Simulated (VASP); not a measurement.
# Tl (P6_3/mmc) in VASP: a series of runs

The runs below take Tl through single point, with PBE.

Program: VASP 6.6.1. These are calculated values, not measurements. Logs are shortened: lines on timing, memory, paths and dates and some standing lists are left out, and cuts for length are marked.

## Step 1: The cell of the first run

The structure is hexagonal, space group P6_3/mmc (No. 194). Conventional cell: a = 3.456 Å, b = 3.456 Å, c = 5.663 Å, α = 90.00°, β = 90.00°, γ = 120.00°. Within 4.5 Å of Tl (site symmetry -6m2) lie 12 Tl at 3.46 Å.

## Step 2: Single point, PBE (strain +0.000 along x and y, +0.025 along z)

INCAR

```
PREC     = Accurate       # precision mode
ENCUT    = 520            # plane-wave cutoff, eV
EDIFF    = 1E-6           # SCF threshold, eV
ISMEAR   = 0              # smearing method
SIGMA    = 0.15           # smearing width, eV
LREAL    = F              # projectors in reciprocal space
LASPH    = T              # aspherical terms in the spheres
NELM     = 100            # most SCF steps
ALGO     = Fast           # electronic algorithm
ISIF     = 2              # what is computed and relaxed
LWAVE    = F              # write WAVECAR
LCHARG   = T              # write CHGCAR
GGA      = PE             # functional
LELF     = T              # ELF
LVHAR    = T            
NBANDS   = 20             # bands
```

KPOINTS

```
Automatic mesh
0
Gamma
  18 18 10
```

POSCAR

```
Tl
1.0
    3.4559983565      0.0000000000      0.0000000000
   -1.7279991783      2.9929823722      0.0000000000
    0.0000000000      0.0000000000      5.6631250000
Tl
2
Direct
    0.3333333333      0.6666666667      0.2500000000
    0.6666666667      0.3333333333      0.7500000000
```

Potentials or basis: VASP PAW PBE potentials, release 64 (Tl_d).

Launch:

```
$ cat potpaw_PBE.64/Tl_d/POTCAR > POTCAR
$ mpirun -np 1 vasp_std > vasp.out
```

OUTCAR:

```text
PREC = Accurate
   ENCUT = 520
   EDIFF = 1E-6
   ISMEAR = 0
   LREAL = F
   LASPH = T
   NELM = 100
   ISIF = 2
   GGA = PE

 ion  position               nearest neighbor table
   1  0.333  0.667  0.250-   2 3.46   2 3.46   2 3.46   2 3.46   2 3.46   2 3.46
   2  0.667  0.333  0.750-   1 3.46   1 3.46   1 3.46   1 3.46   1 3.46   1 3.46

  LATTYP: Found a hexagonal cell.
 ALAT       =     3.4559983565
 C/A-ratio  =     1.6386364853

  Lattice vectors:

 A1 = (   3.4559983565,   0.0000000000,   0.0000000000)
 A2 = (  -1.7279991783,   2.9929823722,   0.0000000000)
 A3 = (   0.0000000000,   0.0000000000,   5.6631250000)

Analysis of symmetry for initial positions (statically):
=====================================================================
 Subroutine PRICEL returns:
 Original cell was already a primitive cell.

 Routine SETGRP: Setting up the symmetry group for a
 hexagonal supercell.

 Subroutine GETGRP returns: Found 24 space group operations
 (whereof 12 operations were pure point group operations)
 out of a pool of 24 trial point group operations.

The static configuration has the point symmetry D_3d.
 The point group associated with its full space group is D_6h.

Analysis of symmetry for dynamics (positions and initial velocities):
=====================================================================
 Subroutine PRICEL returns:
 Original cell was already a primitive cell.

 Routine SETGRP: Setting up the symmetry group for a
 hexagonal supercell.

 Subroutine GETGRP returns: Found 24 space group operations
 (whereof 12 operations were pure point group operations)
 out of a pool of 24 trial point group operations.

The dynamic configuration has the point symmetry D_3d.
 The point group associated with its full space group is D_6h.

 Subroutine INISYM returns: Found 24 space group operations
 (whereof 12 operations are pure point group operations),
 and found     1 'primitive' translations

----------------------------------------------------------------------------------------

                                     Primitive cell

  volume of cell :      58.5779

  direct lattice vectors                    reciprocal lattice vectors
     3.455998356  0.000000000  0.000000000     0.289351989  0.167057449  0.000000000
    -1.727999178  2.992982372  0.000000000     0.000000000  0.334114898  0.000000000
     0.000000000  0.000000000  5.663125000     0.000000000  0.000000000  0.176580951

  length of vectors
     3.455998356  3.455998357  5.663125000     0.334114898  0.334114898  0.176580951

  position of ions in fractional coordinates (direct lattice)
     0.333333333  0.666666667  0.250000000
     0.666666667  0.333333333  0.750000000

  ion indices of the primitive-cell ions
   primitive index   ion index
                 1           1
                 2           2

----------------------------------------------------------------------------------------

 KPOINTS: Automatic mesh

Automatic generation of k-mesh.
 Grid dimensions read from file:
 generate k-points for:   18   18   10

 Generating k-lattice:

  Cartesian coordinates                     Fractional coordinates (reciprocal lattice)
     0.016075111  0.009280969  0.000000000     0.055555556  0.000000000  0.000000000
     0.000000000  0.018561939  0.000000000     0.000000000  0.055555556  0.000000000
     0.000000000  0.000000000  0.017658095     0.000000000  0.000000000  0.100000000

  Length of vectors
     0.018561939  0.018561939  0.017658095

  Shift w.r.t. Gamma in fractional coordinates (k-lattice)
     0.000000000  0.000000000  0.000000000

 Subroutine IBZKPT returns following result:
 ===========================================

 Found    222 irreducible k-points:

 Following reciprocal coordinates:
            Coordinates               Weight
  0.000000  0.000000  0.000000      1.000000
  0.055556 -0.000000  0.000000      6.000000
  0.111111 -0.000000  0.000000      6.000000
  0.166667 -0.000000  0.000000      6.000000
  0.222222 -0.000000  0.000000      6.000000
  0.277778  0.000000  0.000000      6.000000
[... 16 lines left out ...]
  0.333333  0.111111  0.000000     12.000000
  0.388889  0.111111  0.000000     12.000000
 [... further k-points ...]
   k-points           NKPTS =    222   k-points in BZ     NKDIM =    222   number of bands    NBANDS=     20
   number of dos      NEDOS =    301   number of ions     NIONS =      2
   total plane-waves  NPLWV =  32928
   dimension x,y,z NGX =    28 NGY =   28 NGZ =   42
   dimension x,y,z NGXF=    56 NGYF=   56 NGZF=   84
   ions per type =               2
   NGX,Y,Z   is equivalent  to a cutoff of  13.47, 13.47, 12.33 a.u.
   NGXF,Y,Z  is equivalent  to a cutoff of  26.94, 26.94, 24.66 a.u.
 SYSTEM =  unknown system
   PREC   = accura    normal or accurate (medium, high low for compatibility)
   ISTART =      0    job   : 0-new  1-cont  2-samecut
   ICHARG =      2    charge: 1-file 2-atom 10-const
   ISPIN  =      1    spin polarized calculation?
   LNONCOLLINEAR =      F non collinear calculations
   LSORBIT =      F    spin-orbit coupling
   LASPH  =      T    aspherical Exc in radial PAW
   ENCUT  =  520.0 eV  38.22 Ry    6.18 a.u.   6.43  6.43 10.53*2*pi/ulx,y,z
   NELM   =    100;   NELMIN=  2; NELMDL= -5     # of ELM steps
   EDIFF  = 0.1E-05   stopping-criterion for ELM
   LREAL  =      F    real-space projection
   EDIFFG = 0.1E-04   stopping-criterion for IOM
   NSW    =      0    number of steps for IOM
   IBRION =     -1    ionic relax: 0-MD 1-quasi-New 2-CG
   NFREE  =      0    steps in history (QN), initial steepest desc. (CG)
   ISIF   =      2    stress and relaxation
   ISYM   =      2    0-nonsym 1-usesym 2-fastsym
   POTIM  = 0.5000    time-step for ionic-motion
   TEBEG  =    0.0;   TEEND  =   0.0 temperature during run
   PSTRESS=    0.0 pullay stress
   NELECT =      26.0000    total number of electrons
   NUPDOWN=      -1.0000    fix difference up-down
   EMIN   =  10.00;   EMAX   =-10.00  energy-range for DOS
   EFERMI =   0.00;   METHOD = LEGACY
   ISMEAR =     0;   SIGMA  =   0.15  broadening in eV -4-tet -1-fermi 0-gaus
   EFERMI_NEDOS =   21; number of points for ismear=-14 and -15
   IALGO  =     68    algorithm
   IMIX   =      4    mixing-type and parameters
     AMIX     =   0.40;   BMIX     =  1.00
     AMIX_MAG =   1.60;   BMIX_MAG =  1.00
  volume/ion in A,a.u.               =      29.29       197.65
  Fermi-wavevector in a.u.,A,eV,Ry     =   1.248786  2.359863 21.217828  1.559466
  Thomas-Fermi vector in A             =   2.382857
   LORBIT       =      0    0 simple, 1 ext, 2 COOP (PROOUT), +10 PAW based schemes
   GGA     = PE    functional components
   LHFCALC =     F    Hartree Fock is set to
   AEXX    =    0.0000 exact exchange contribution
   IVDW    =     0    specifies the selected vdW correction
   LEPSILON=     F    determine dielectric tensor
   LRPA    =     F    only Hartree local field effects (RPA)
 non-spin polarized calculation
 RMM-DIIS sequential band-by-band and
 Gauss-broadening in eV      SIGMA  =   0.15
  energy-cutoff  :      520.00
  volume of cell :       58.58
 maximum number of plane-waves:      1598
 NGX is ok and might be reduce to    28
   NGX = 13   NGY = 13   NGZ = 21

 number of electron      26.0000001 magnetization

 Free energy of the ion-electron system (eV)
  ---------------------------------------------------
  ext. energy  EPLUGINS =         0.00000000
  ---------------------------------------------------
  free energy    TOTEN  =        -4.42686934 eV

  energy without entropy =       -4.41639246  energy(sigma->0) =       -4.42163090

 E-fermi :   6.3605     XC(G=0): -10.0721

 val. band max:        6.3553969257   @ k =   0.3333   0.2778   0.2000
 cond. band min:       6.3627810974   @ k =   0.3889   0.1667   0.2000
 fundamental gap:      0.0073841717
 Fermi energy:         6.3605497491

 k-point     1 :       0.0000    0.0000    0.0000
  band No.  band energies     occupation
      1      -5.4374      2.00000
      2      -5.2537      2.00000
      3      -5.2143      2.00000
      4      -5.2143      2.00000
      5      -5.1688      2.00000
      6      -5.1688      2.00000
[... 12 lines left out ...]
     19      16.7289      0.00000
     20      17.2468      0.00000

 k-point     2 :       0.0556   -0.0000    0.0000
  band No.  band energies     occupation
      1      -5.4262      2.00000
      2      -5.2605      2.00000
      3      -5.2041      2.00000
      4      -5.2011      2.00000
      5      -5.1701      2.00000
      6      -5.1564      2.00000
[... 12 lines left out ...]
     19      17.2461      0.00000
     20      17.6134      0.00000

 k-point     3 :       0.1111   -0.0000    0.0000
  band No.  band energies     occupation
      1      -5.4013      2.00000
      2      -5.2724      2.00000
      3      -5.1877      2.00000
      4      -5.1632      2.00000
      5      -5.1628      2.00000
      6      -5.1203      2.00000
[... 12 lines left out ...]
     19      16.9315      0.00000
     20      18.1960      0.00000

 k-point     4 :       0.1667   -0.0000    0.0000
  band No.  band energies     occupation
      1      -5.3941      2.00000
      2      -5.2639      2.00000
      3      -5.1968      2.00000
      4      -5.1420      2.00000
      5      -5.1187      2.00000
      6      -5.1174      2.00000
[... 12 lines left out ...]
     19      16.5615      0.00000
     20      17.8371      0.00000

 k-point     5 :       0.2222   -0.0000    0.0000
  band No.  band energies     occupation
      1      -5.4205      2.00000
      2      -5.2513      2.00000
      3      -5.1936      2.00000
      4      -5.1885      2.00000
      5      -5.1440      2.00000
      6      -5.0567      2.00000
[... 12 lines left out ...]
     19      16.1006      0.00000
     20      17.5177      0.00000
[... 353 lines left out ...]
      6      -5.0238      2.00000
[... 12 lines left out ...]
     19      15.9107      0.00000
     20      16.6972      0.00000

 k-point    22 :       0.2778    0.1111    0.0000
  band No.  band energies     occupation
      1      -5.4445      2.00000
      2      -5.3218      2.00000
      3      -5.2756      2.00000
      4      -5.2029      2.00000
      5      -5.1094      2.00000
      6      -5.0133      2.00000
[... 12 lines left out ...]
     19      15.5103      0.00000
     20      16.4674      0.00000

 k-point    23 :       0.3333    0.1111    0.0000
  band No.  band energies     occupation
      1      -5.4753      2.00000
      2      -5.3688      2.00000
      3      -5.2874      2.00000
      4      -5.2135      2.00000
      5      -5.0707      2.00000
      6      -5.0423      2.00000
[... 12 lines left out ...]
     19      15.2344      0.00000
     20      16.2946      0.00000

 k-point    24 :       0.3889    0.1111    0.0000
  band No.  band energies     occupation
      1      -5.4953      2.00000
      2      -5.3993      2.00000
      3      -5.2981      2.00000
      4      -5.2192      2.00000
      5      -5.0616      2.00000
      6      -5.0434      2.00000
[... 12 lines left out ...]
     19      15.0711      0.00000
     20      16.1890      0.00000

 [... further k-points ...]

------------------------ aborting loop because EDIFF is reached ----------------------------------------

  FORCE on cell =-STRESS in cart. coord.  units (eV):
  Direction    XX          YY          ZZ          XY          YZ          ZX
  --------------------------------------------------------------------------------------
  -------------------------------------------------------------------------------------
  Total        0.9052812      0.9052812      0.5121830     -0.0000000      0.0000000     -0.0000000
  in kB       24.7605475     24.7605475     14.0088320     -0.0000000      0.0000000     -0.0000000
  external PRESSURE =      21.1766423 kB  Pullay stress =       0.0000000 kB

 VOLUME and BASIS-vectors are now :
 -----------------------------------------------------------------------------
  energy-cutoff  :      520.00
  volume of cell :       58.58
      direct lattice vectors                 reciprocal lattice vectors
     3.455998356  0.000000000  0.000000000     0.289351989  0.167057449  0.000000000
    -1.727999178  2.992982372  0.000000000     0.000000000  0.334114898  0.000000000
     0.000000000  0.000000000  5.663125000     0.000000000  0.000000000  0.176580951

 POSITION                                       TOTAL-FORCE (eV/Angst)
 -----------------------------------------------------------------------------------
     -0.00000      1.99532      1.41578        -0.000000      0.000000      0.000000
      1.72800      0.99766      4.24734         0.000000     -0.000000      0.000000
 -----------------------------------------------------------------------------------
    total drift:                               -0.000000      0.000000      0.000000

  FREE ENERGIE OF THE ION-ELECTRON SYSTEM (eV)
  ---------------------------------------------------
  free  energy   TOTEN  =        -4.4268693372 eV

  energy  without entropy=       -4.4163924597  energy(sigma->0) =       -4.42163090
```

It took 78 s on 1 thread of Intel Xeon 6975P-C (Granite Rapids), shared host; peak memory 0.33 GiB.

Results:

```yaml
Free_energy: -4.4269 eV
Pressure: 2.1 GPa
Band_gap_on_the_k_mesh: zero (bands 13 and 14 overlap by 5.36 eV)
```

Caveat: the cell differs from its parent crystal (strain +0.000 along x and y, +0.025 along z); spin-orbit coupling is left out, which moves the levels of the heavy elements.

## Step 3: Single point, PBE (strain +0.025 along x and y, -0.025 along z)

INCAR

```
SYSTEM = Tl
  PREC = Accurate
  ENCUT = 520
  EDIFF = 1E-6
  ISMEAR = 0
  SIGMA = 0.15
  LREAL = .False.
  LASPH = .True.
  NELM = 80
  ALGO = Fast
  ISIF = 2
  LWAVE = .False.
  LCHARG = .False.
  GGA = PE
  NBANDS = 20
```

KPOINTS

```
regular mesh
0
Gamma
  18 18 10
  0 0 0
```

POSCAR

```
Tl
1.0
    3.5423983154      0.0000000000      0.0000000000
   -1.7711991577      3.0678069315      0.0000000000
    0.0000000000      0.0000000000      5.3868750000
Tl
2
Direct
    0.3333333333      0.6666666667      0.2500000000
    0.6666666667      0.3333333333      0.7500000000
```

Potentials or basis: VASP PAW PBE potentials, release 64 (Tl_d).

Launch:

```
$ cat potpaw_PBE.64/Tl_d/POTCAR > POTCAR
$ mpirun -np 1 vasp_std > vasp.out
```

It took 74 s on 1 thread of Intel Xeon 6975P-C (Granite Rapids), shared host; peak memory 0.33 GiB.

The run converged. Its results:

```yaml
Free_energy: -4.4224 eV
Pressure: 2.4 GPa
Band_gap_on_the_k_mesh: zero (bands 13 and 14 overlap by 6.21 eV)
```

Stress tensor (GPa, compression positive):
```
1.93 0.00 0.00
0.00 1.93 0.00
0.00 0.00 3.35
```

Levels at points of the mesh, in eV from the Fermi level:
| k point | band 11 | band 12 | band 13 | band 14 | band 15 | band 16 |
| --- | --- | --- | --- | --- | --- | --- |
| (0.00, 0.00, 0.00) | -9.90 | -4.64 | -2.57 | 7.23 | 7.23 | 9.40 |
| (0.50, 0.00, 0.00) | -5.97 | -4.80 | -0.47 | 0.89 | 1.39 | 3.42 |
| (0.00, 0.00, 0.50) | -8.40 | -8.40 | 3.99 | 3.99 | 8.28 | 8.28 |
| (0.50, 0.00, 0.50) | -4.84 | -4.84 | -2.20 | -2.20 | 5.21 | 5.21 |

Caveat: the cell differs from its parent crystal (strain +0.025 along x and y, -0.025 along z); spin-orbit coupling is left out, which moves the levels of the heavy elements.
